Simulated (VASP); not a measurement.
Wanted: the native input for a VASP 6.6.1 run.

```
Task                   : single point
Functional             : PBEsol
Potentials or basis    : VASP PAW PBE potentials, release 64 (Ni)
Cutoff                 : 520 eV
k mesh                 : 7 × 14 × 14
Occupations            : fermi-dirac, width 0.1 eV
Spin                   : collinear spin, ferromagnetic start
Starting moments       : [2.0, 2.0] μB
Dipole correction      : no
Further INCAR settings : ALGO = Normal; EDIFF = 1e-07; NBANDS = 21
```

The structure of Ni lies in POSCAR:

```
Ni
1.0
    0.0000000000      3.5359000000      3.5359000000
    1.7679500000      0.0000000000      1.7679500000
    1.7679500000      1.7679500000      0.0000000000
Ni
2
Direct
    0.0000000000      0.0000000000      0.0000000000
    0.5000000000      0.0000000000      0.0000000000
```

The input as run:

INCAR

```
SYSTEM = Ni
PREC = Accurate
ENCUT = 520
EDIFF = 1E-7
ISMEAR = -1
SIGMA = 0.1
LREAL = .False.
LASPH = .True.
NELM = 150
ALGO = Normal
ISIF = 2
LWAVE = .False.
LCHARG = .False.
ISPIN = 2
MAGMOM = 2 2
LORBIT = 11
LMAXMIX = 4
GGA = PS
NBANDS = 21
```

KPOINTS

```
regular mesh
0
Gamma
  7 14 14
  0 0 0
```

Potentials or basis: VASP PAW PBE potentials, release 64 (Ni).

Command:

```bash
$ cat potpaw_PBE.64/Ni/POTCAR > POTCAR
$ mpirun -np 1 vasp_std > vasp.out
```

It gave:

```yaml
Pressure: -11.9 GPa
Net_moment: 1.20 μB per cell
Site_moments: Ni +0.61 μB
Valence_electrons_inside_the_program's_atomic_spheres: Ni 9.29
```

Caveat: the PAW data sets were made with another functional, which shifts forces and pressure a little.

Wall time 110 s on 1 thread of Intel(R) Xeon(R) Platinum 8259CL CPU @ 2.50GHz (Skylake/Cascade Lake) (shared host), peak memory 0.22 GiB.
